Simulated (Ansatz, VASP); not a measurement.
## One calculation of Ru, two programs

```
Ru
1.0
     2.68952    0.00000    0.00000
     0.00000    4.25192    0.00000
     0.00000    0.00000   27.42238
Ru
12
Cartesian
  0.0000 3.1889 7.5000
  1.3448 1.0630 8.2764
  1.3448 3.1889 9.8292
  0.0000 1.0630 10.6056
  0.0000 3.1889 12.1584
  1.3448 1.0630 12.9348
  1.3448 3.1889 14.4876
  0.0000 1.0630 15.2640
  0.0000 3.1889 16.8168
  1.3448 1.0630 17.5932
  1.3448 3.1889 19.1460
  0.0000 1.0630 19.9224
```

Alike in both runs: task single point; functional PBEsol; k mesh 13 × 8 × 1; occupations gaussian, width 0.1 eV; no spin polarisation.

|  | VASP | Ansatz |
| --- | --- | --- |
| version | VASP 6.6.1 | Ansatz 0.2.0 |
| potentials or method | VASP PAW PBE potentials, release 64 (Ru_pv), cutoff 520 eV | scalar-relativistic, plane waves, PAW |
| valence electrons in the cell | 168 | 192 |

```tsv
	VASP	Ansatz	Ansatz less VASP
gap on the k mesh at the Fermi level (eV)	none	none	-
rms of the force components (eV/Å)	0.257	0.257	+0.0003
```

VASP's potentials were made for PBE, not for PBEsol. Atom by atom the forces differ by 0.002 eV/Å (rms over components). A gap of «none» marks a metal or a gap that the smearing closes. VASP's potentials hold 168 valence electrons a cell and Ansatz's 192, so a difference there can come from the potentials and not from the codes. Ansatz's warnings: xc potential rough in thin density.
